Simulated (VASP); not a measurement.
Set up this calculation in VASP 6.6.1, as the native input.

```yaml
Task: single point
Functional: PBE
Potentials_or_basis: VASP PAW PBE potentials, release 64 (Ga_d, Sb)
Cutoff: 520 eV
k_mesh: 6 × 6 × 6
Occupations: fermi-dirac, width 0.02 eV
Spin: no spin polarisation
Dipole_correction: no
Further_INCAR_settings: ALGO = Normal; EDIFF = 1e-07; NBANDS = 16
```

The structure of GaSb lies in POSCAR:

```
GaSb
1.0
    0.0000000000      3.1201800000      2.9402153018
    3.1201800000      0.0000000000      2.9402153018
    3.1201800000      3.1201800000      0.0000000000
Ga Sb
1 1
Direct
    0.0000000000      0.0000000000      0.0000000000
    0.2500000000      0.2500000000      0.2500000000
```

One way to write it, as run:

INCAR

```
SYSTEM = GaSb
PREC = Accurate
ENCUT = 520
EDIFF = 1E-7
ISMEAR = -1
SIGMA = 0.02
LREAL = .FALSE.
LASPH = .TRUE.
NELM = 100
ALGO = Normal
ISIF = 2
LWAVE = .FALSE.
LCHARG = .TRUE.
GGA = PE
LELF = .TRUE.
LVHAR = .TRUE.
NBANDS = 16
```

KPOINTS

```
Automatic mesh
0
G
  6 6 6
  0 0 0
```

Potentials or basis: VASP PAW PBE potentials, release 64 (Ga_d, Sb).

The run is started by

```bash
$ cat potpaw_PBE.64/Ga_d/POTCAR potpaw_PBE.64/Sb/POTCAR > POTCAR
$ mpirun -np 1 vasp_std > vasp.out
```

Results of the run:

```json
{
  "Pressure": "2.5 GPa",
  "Band gap on the k mesh": "0.20 eV, direct"
}
```

Caveat: spin-orbit coupling is left out, which moves the levels of the heavy elements.

Run time: 31 s on 1 thread of Intel(R) Xeon(R) Platinum 8488C (Sapphire Rapids) (shared host), peak memory 0.19 GiB.
